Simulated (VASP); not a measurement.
# NbH: single point with r2SCAN

Crystal: NbH.

```
Nb H
1.0
    -1.64617    1.64617    2.03272
     1.64617   -1.64617    2.03272
     1.64617    1.64617   -2.03272
Nb H
1 1
Cartesian
  0.0000 0.0000 0.0000
  0.0000 0.0000 2.0327
```

- Program: VASP 6.6.1
- Task: single point
- Functional: r2SCAN
- Potentials or basis: VASP PAW PBE potentials, release 64 (Nb_sv, H)
- Cutoff: 520 eV
- k mesh: 10 × 10 × 10
- Occupations: fermi-dirac, width 0.1 eV
- Spin: no spin polarisation

* Pressure: -15.4 GPa
* Band gap on the k mesh: zero (bands 7 and 8 overlap by 3.61 eV)

Stress tensor (GPa, compression positive):
```
-14.59   0.00   0.00
  0.00 -14.59   0.00
  0.00   0.00 -16.90
```

Levels at points of the mesh, in eV from the Fermi level:
```
           k point  band 5  band 6  band 7  band 8  band 9  band 10
(0.00, 0.00, 0.00)   -9.86   -0.76   -0.76    0.69    0.97     1.95
(0.50, 0.00, 0.00)   -5.28   -4.39   -1.50    0.10    3.04     3.91
(0.50, 0.50, 0.00)   -8.06   -3.26    0.87    3.06    3.43     4.34
(0.50, 0.50, 0.50)   -7.99   -3.52    3.25    3.54    3.90     3.90
```

Run time: 56 s on 1 thread of Intel(R) Xeon(R) Platinum 8488C (Sapphire Rapids), on a shared host, peak memory 0.16 GiB.

Caveat: the cell stands under tension; the PAW data sets were made with another functional, which shifts forces and pressure a little.
